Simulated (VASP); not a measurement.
# Au (P-1) in VASP: notebook, part 2 of 2

VASP 6.6.1.

### Step 3. Single point, LDA

This run uses another cell than the first one, of 19.55 Å³/atom.

Input file INCAR:

```
PREC     = Accurate       # precision mode
ENCUT    = 520            # plane-wave cutoff, eV
EDIFF    = 1E-6           # SCF threshold, eV
ISMEAR   = 0              # smearing method
SIGMA    = 0.05           # smearing width, eV
LREAL    = False          # projectors in reciprocal space
LASPH    = True           # aspherical terms in the spheres
NELM     = 60             # most SCF steps
ALGO     = Fast           # electronic algorithm
ISIF     = 2              # what is computed and relaxed
LWAVE    = False          # write WAVECAR
LCHARG   = False          # write CHGCAR
NBANDS   = 18             # bands
```

Input file KPOINTS:

```
Automatic mesh
0
Gamma
  12 12 8
```

Input file POSCAR:

```
Au
1.0
    2.8154890579      0.0000000000      0.0000000000
   -0.0129553469      2.8201795887      0.0000000000
   -1.1378916452     -1.1854109603      4.9240140333
Au
2
Direct
    0.3271380000      0.3340380000      0.7259450000
    0.6728620000      0.6659620000      0.2740550000
```

Potentials or basis: VASP PAW LDA potentials, release 64 (Au).

Started as:

```sh
$ cat potpaw_LDA.64/Au/POTCAR > POTCAR
$ mpirun -np 1 vasp_std > vasp.out
```

OUTCAR:

```text
PREC = Accurate
   ENCUT = 520
   EDIFF = 1E-6
   ISMEAR = 0
   LREAL = False
   LASPH = True
   NELM = 60
   ISIF = 2

 ion  position               nearest neighbor table
   1  0.327  0.334  0.726-   2 2.74   2 2.92   2 2.98   2 3.00   2 3.05
   2  0.673  0.666  0.274-   1 2.74   1 2.92   1 2.98   1 3.00   1 3.05

  LATTYP: Found a triclinic cell.
 ALAT       =     2.8154890579
 B/A-ratio  =     1.4186468224
 C/A-ratio  =     2.8424930260
 COS(alpha) =     0.0022337933
 COS(beta)  =     0.5581870929
 COS(gamma) =     0.7081406305

  Lattice vectors:

 A1 = (  -2.8154890579,   0.0000000000,   0.0000000000)
 A2 = (  -2.8284444048,   2.8201795887,   0.0000000000)
 A3 = (  -4.4671757768,  -4.4549482171,  -4.9240140333)

Analysis of symmetry for initial positions (statically):
=====================================================================
 Subroutine PRICEL returns:
 Original cell was already a primitive cell.

 Routine SETGRP: Setting up the symmetry group for a
 triclinic supercell.

 Subroutine GETGRP returns: Found  2 space group operations
 (whereof  2 operations were pure point group operations)
 out of a pool of  2 trial point group operations.

The static configuration has the point symmetry S_2 .

Analysis of symmetry for dynamics (positions and initial velocities):
=====================================================================
 Subroutine PRICEL returns:
 Original cell was already a primitive cell.

 Routine SETGRP: Setting up the symmetry group for a
 triclinic supercell.

 Subroutine GETGRP returns: Found  2 space group operations
 (whereof  2 operations were pure point group operations)
 out of a pool of  2 trial point group operations.

The dynamic configuration has the point symmetry S_2 .

[... 111 lines left out ...]
   EMIN   =  10.00;   EMAX   =-10.00  energy-range for DOS
   EFERMI =   0.00;   METHOD = LEGACY
   ISMEAR =     0;   SIGMA  =   0.05  broadening in eV -4-tet -1-fermi 0-gaus
   EFERMI_NEDOS =   21; number of points for ismear=-14 and -15
   IALGO  =     68    algorithm
   IMIX   =      4    mixing-type and parameters
     AMIX     =   0.40;   BMIX     =  1.00
     AMIX_MAG =   1.60;   BMIX_MAG =  1.00
  volume/ion in A,a.u.               =      19.55       131.92
  Fermi-wavevector in a.u.,A,eV,Ry     =   1.351551  2.554061 24.853627  1.826690
  Thomas-Fermi vector in A             =   2.478963
   LORBIT       =      0    0 simple, 1 ext, 2 COOP (PROOUT), +10 PAW based schemes
   GGA     = CA    functional components
   LHFCALC =     F    Hartree Fock is set to
   AEXX    =    0.0000 exact exchange contribution
   IVDW    =     0    specifies the selected vdW correction
   LEPSILON=     F    determine dielectric tensor
   LRPA    =     F    only Hartree local field effects (RPA)
 non-spin polarized calculation
 RMM-DIIS sequential band-by-band and
 Gauss-broadening in eV      SIGMA  =   0.05
  energy-cutoff  :      520.00
  volume of cell :       39.10
 maximum number of plane-waves:      1074
 NGX is ok and might be reduce to    24
   NGX = 11   NGY = 11   NGZ = 19

 number of electron      22.0000000 magnetization

 Free energy of the ion-electron system (eV)
  ---------------------------------------------------
  ext. energy  EPLUGINS =         0.00000000
  ---------------------------------------------------
  free energy    TOTEN  =        -8.45671927 eV

  energy without entropy =       -8.45584579  energy(sigma->0) =       -8.45628253

 E-fermi :   6.9855     XC(G=0): -12.1200

 val. band max:        6.9843272758   @ k =   0.0000   0.4167   0.2500
 cond. band min:       6.9909790829   @ k =   0.2500  -0.4167   0.3750
 fundamental gap:      0.0066518070
 Fermi energy:         6.9855402561

 k-point     1 :       0.0000    0.0000    0.0000
  band No.  band energies     occupation
      1      -1.5358      2.00000
      2       0.9479      2.00000
      3       1.2621      2.00000
      4       1.7819      2.00000
      5       2.3451      2.00000
      6       4.1104      2.00000
[... 481 lines left out ...]
      5       2.9637      2.00000
      6       3.0934      2.00000
[... 10 lines left out ...]
     17      21.3476      0.00000
     18      22.9544      0.00000

 [... further k-points ...]

------------------------ aborting loop because EDIFF is reached ----------------------------------------

  FORCE on cell =-STRESS in cart. coord.  units (eV):
  Direction    XX          YY          ZZ          XY          YZ          ZX
  --------------------------------------------------------------------------------------
  -------------------------------------------------------------------------------------
  Total       -2.8984360     -2.9383359     -2.5346159      0.0333406      0.0846964      0.1133450
  in kB     -118.7748260   -120.4098842   -103.8658668      1.3662613      3.4707672      4.6447595
  external PRESSURE =    -114.3501923 kB  Pullay stress =       0.0000000 kB

 VOLUME and BASIS-vectors are now :
 -----------------------------------------------------------------------------
  energy-cutoff  :      520.00
  volume of cell :       39.10
      direct lattice vectors                 reciprocal lattice vectors
     2.815489058  0.000000000  0.000000000     0.355178081  0.001631618  0.082470989
    -0.012955347  2.820179589  0.000000000     0.000000000  0.354587348  0.085363633
    -1.137891645 -1.185410960  4.924014033     0.000000000  0.000000000  0.203086342

 POSITION                                       TOTAL-FORCE (eV/Angst)
 -----------------------------------------------------------------------------------
      0.09068      0.08150      3.57456        -0.018442     -0.013378     -0.145596
      1.57396      1.55326      1.34945         0.018442      0.013378      0.145596
 -----------------------------------------------------------------------------------
    total drift:                                0.000000     -0.000000      0.000000

  FREE ENERGIE OF THE ION-ELECTRON SYSTEM (eV)
  ---------------------------------------------------
  free  energy   TOTEN  =        -8.4567192735 eV

  energy  without entropy=       -8.4558457893  energy(sigma->0) =       -8.45628253
```

stdout:

```text
POSCAR found type information on POSCAR Au
 POSCAR found :  1 types and       2 ions
 scaLAPACK will be used
 LDA part: xc-table for (Slater(with rela. corr.)+CA(PZ))
 , standard interpolation
 POSCAR, INCAR and KPOINTS ok, starting setup
 FFT: planning ... GRIDC
 FFT: planning ... GRID_SOFT
 FFT: planning ... GRID
 WAVECAR not read
 entering main loop
```

Run time: 4.4 min. Hardware: 1 thread of Intel Xeon Platinum 8259CL at 2.50GHz (Skylake/Cascade Lake), shared host; peak memory 0.41 GiB.

Results:

| Item | Value |
| --- | --- |
| Free energy | -8.4567 eV |
| Pressure | -11.4 GPa |
| Largest force | 0.147 eV/Å |
| Band gap on the k mesh | zero (bands 11 and 12 overlap by 5.32 eV) |

Forces on the atoms (eV/Å):
```
Au  -0.018 -0.013 -0.146
Au   0.018  0.013  0.146
```

Levels at points of the mesh, in eV from the Fermi level:
```csv
k point,band 8,band 9,band 10,band 11,band 12,band 13,band 14,band 15
"(0.00, 0.00, 0.00)",-2.32,-2.25,-2.01,-1.63,-0.03,2.67,13.90,14.03
"(0.50, 0.00, 0.00)",-2.93,-2.30,-1.81,0.44,1.11,2.77,5.49,9.64
"(0.00, 0.50, 0.00)",-2.87,-2.28,-1.85,0.39,1.12,2.63,5.44,9.60
"(0.50, 0.50, 0.00)",-1.38,-0.84,-0.82,2.66,4.59,5.94,6.57,7.22
"(0.00, 0.00, 0.50)",-3.02,-1.95,-1.72,-1.62,-1.57,9.28,11.49,12.30
"(0.50, 0.00, 0.50)",-2.40,-2.01,-2.01,0.01,1.28,1.67,4.88,9.81
"(0.00, 0.50, 0.50)",-2.41,-2.06,-2.00,0.05,1.32,1.63,4.91,9.79
"(0.50, 0.50, 0.50)",-1.65,-0.85,-0.81,2.99,5.20,5.50,6.55,7.09
```

Caveat: the cell stands under tension; spin-orbit coupling is left out, which moves the levels of the heavy elements.

### Step 4. Single point, LDA

This run uses another cell than the first one, of 19.55 Å³/atom.

Input file INCAR:

```
SYSTEM = Au
PREC = Accurate
ENCUT = 520
EDIFF = 1E-7
ISMEAR = 0
SIGMA = 0.05
LREAL = .False.
LASPH = .True.
NELM = 60
ALGO = Fast
ISIF = 2
LWAVE = .False.
LCHARG = .True.
GGA = CA
LELF = .True.
LVHAR = .True.
NBANDS = 18
```

Input file KPOINTS:

```
regular mesh
0
Gamma
  12 12 8
  0 0 0
```

POSCAR is that of step 3.

Started as:

```sh
$ cat potpaw_LDA.64/Au/POTCAR > POTCAR
$ mpirun -np 1 vasp_std > vasp.out
```

It took 5 min on 1 thread of Intel Xeon Platinum 8259CL at 2.50GHz (Skylake/Cascade Lake), shared host; peak memory 0.41 GiB.

Results (log left out):

```yaml
Free_energy: -8.4567 eV
Pressure: -11.5 GPa
Largest_force: 0.147 eV/Å
Band_gap_on_the_k_mesh: zero (bands 11 and 12 overlap by 5.32 eV)
```

Forces in eV/Å, atoms in the order of the input:
```
Au  -0.018 -0.013 -0.146
Au   0.018  0.013  0.146
```

Stress tensor (GPa, compression positive):
```
-11.90   0.14   0.46
  0.14 -12.06   0.35
  0.46   0.35 -10.41
```

Levels at points of the mesh, in eV from the Fermi level:
| k point | band 7 | band 8 | band 9 | band 10 | band 11 | band 12 | band 13 | band 14 | band 15 | band 16 |
| --- | --- | --- | --- | --- | --- | --- | --- | --- | --- | --- |
| (0.00, 0.00, 0.00) | -2.85 | -2.32 | -2.25 | -2.01 | -1.63 | -0.03 | 2.67 | 13.90 | 14.03 | 15.45 |
| (0.50, 0.00, 0.00) | -3.30 | -2.93 | -2.30 | -1.80 | 0.44 | 1.11 | 2.77 | 5.49 | 9.64 | 11.55 |
| (0.00, 0.50, 0.00) | -3.27 | -2.87 | -2.28 | -1.85 | 0.39 | 1.12 | 2.63 | 5.44 | 9.60 | 11.78 |
| (0.50, 0.50, 0.00) | -2.21 | -1.38 | -0.84 | -0.82 | 2.66 | 4.59 | 5.94 | 6.57 | 7.22 | 8.85 |
| (0.00, 0.00, 0.50) | -3.44 | -3.02 | -1.95 | -1.72 | -1.62 | -1.57 | 9.28 | 11.49 | 12.30 | 12.46 |
| (0.50, 0.00, 0.50) | -2.60 | -2.40 | -2.01 | -2.01 | 0.01 | 1.28 | 1.67 | 4.88 | 9.81 | 14.43 |
| (0.00, 0.50, 0.50) | -2.70 | -2.41 | -2.06 | -1.99 | 0.05 | 1.32 | 1.63 | 4.91 | 9.79 | 14.17 |
| (0.50, 0.50, 0.50) | -2.34 | -1.65 | -0.85 | -0.81 | 2.99 | 5.20 | 5.50 | 6.55 | 7.09 | 8.52 |

Caveat: the cell stands under tension; spin-orbit coupling is left out, which moves the levels of the heavy elements.

### Step 5. Single point, LDA

This run uses another cell than the first one, of 19.55 Å³/atom.

Input file INCAR:

```
PREC     = Accurate       # precision mode
ENCUT    = 520            # plane-wave cutoff, eV
EDIFF    = 1E-6           # SCF threshold, eV
ISMEAR   = 0              # smearing method
SIGMA    = 0.05           # smearing width, eV
LREAL    = F              # projectors in reciprocal space
LASPH    = T              # aspherical terms in the spheres
NELM     = 100            # most SCF steps
ALGO     = Fast           # electronic algorithm
ISIF     = 2              # what is computed and relaxed
LWAVE    = F              # write WAVECAR
LCHARG   = F              # write CHGCAR
NBANDS   = 18             # bands
```

Input file KPOINTS:

```
regular mesh
0
Gamma
  12 12 8
```

POSCAR, as its differences from that of step 4:

```diff
@@ -8,3 +8,3 @@
 Direct
-    0.3271380000      0.3340380000      0.7259450000
+    0.3278398192      0.3243286723      0.7329553110
     0.6728620000      0.6659620000      0.2740550000
```

Started as:

```sh
$ cat potpaw_LDA.64/Au/POTCAR > POTCAR
$ mpirun -np 1 vasp_std > vasp.out
```

It took 4.2 min on 1 thread of Intel Xeon Platinum 8259CL at 2.50GHz (Skylake/Cascade Lake), shared host; peak memory 0.41 GiB.

Results (log left out):

| Quantity | Value |
| --- | --- |
| Free energy | -8.4497 eV |
| Pressure | -11.5 GPa |
| Largest force | 0.326 eV/Å |
| Band gap on the k mesh | zero (bands 11 and 12 overlap by 5.34 eV) |

Forces in eV/Å, atoms in the order of the input:
```
Au  -0.042 -0.037 -0.322
Au   0.042  0.037  0.322
```

Stress tensor (GPa, compression positive):
```
-12.24   0.15   0.56
  0.15 -12.45   0.56
  0.56   0.56  -9.91
```

Levels at points of the mesh, in eV from the Fermi level:
```
           k point  band 7  band 8  band 9  band 10  band 11  band 12  band 13  band 14  band 15  band 16
(0.00, 0.00, 0.00)   -2.78   -2.36   -2.28    -1.98    -1.63    -0.07     2.74    13.91    14.00    15.28
(0.50, 0.00, 0.00)   -3.26   -2.92   -2.33    -1.82     0.45     1.12     2.84     5.40     9.50    11.65
(0.00, 0.50, 0.00)   -3.24   -2.90   -2.32    -1.82     0.43     1.11     2.73     5.32     9.57    11.77
(0.50, 0.50, 0.00)   -2.21   -1.33   -0.83    -0.81     2.66     4.58     5.97     6.41     7.25     8.80
(0.00, 0.00, 0.50)   -3.42   -3.05   -1.92    -1.75    -1.62    -1.60     9.46    11.28    12.38    12.48
(0.50, 0.00, 0.50)   -2.59   -2.45   -2.02    -1.95     0.00     1.32     1.66     4.85     9.65    14.58
(0.00, 0.50, 0.50)   -2.63   -2.43   -2.03    -1.97    -0.01     1.35     1.62     4.89     9.54    14.42
(0.50, 0.50, 0.50)   -2.38   -1.68   -0.84    -0.80     3.04     5.29     5.48     6.44     7.09     8.48
```

Caveat: the cell stands under tension; spin-orbit coupling is left out, which moves the levels of the heavy elements.

### Step 6. Summary

| cell | further INCAR settings | gap on the mesh (eV) | pressure (GPa) | largest force (eV/Å) |
| --- | --- | --- | --- | --- |
| a = 2.718, b = 2.723, c = 5.012 Å, angles 103.1, 102.7, 90.3°, 2 atoms, atomic positions A | ALGO = Fast; EDIFF = 1e-07; NBANDS = 18 | none | 3.0 | 0.07 |
| a = 2.815, b = 2.820, c = 5.191 Å, angles 103.1, 102.7, 90.3°, 2 atoms, atomic positions A | ALGO = Fast; EDIFF = 1e-06; NBANDS = 18 | none | -11.4 | 0.15 |
| a = 2.815, b = 2.820, c = 5.191 Å, angles 103.1, 102.7, 90.3°, 2 atoms, atomic positions A | ALGO = Fast; EDIFF = 1e-07; NBANDS = 18 | none | -11.5 | 0.15 |
| a = 2.815, b = 2.820, c = 5.191 Å, angles 103.1, 102.7, 90.3°, 2 atoms, atomic positions B | ALGO = Fast; EDIFF = 1e-06; NBANDS = 18 | none | -11.5 | 0.33 |

Alike in all rows: task single point; level LDA; potentials or basis VASP PAW LDA potentials, release 64 (Au); no spin polarisation; k mesh 12 × 12 × 8; cutoff (eV) 520; smearing gaussian 0.05 eV.

Caveats: spin-orbit coupling is left out, which moves the levels of the heavy elements; the cell stands under tension (at least some runs); the cell stands under pressure (at least some runs).

Absolute energies hang on the potentials; compare differences alone.
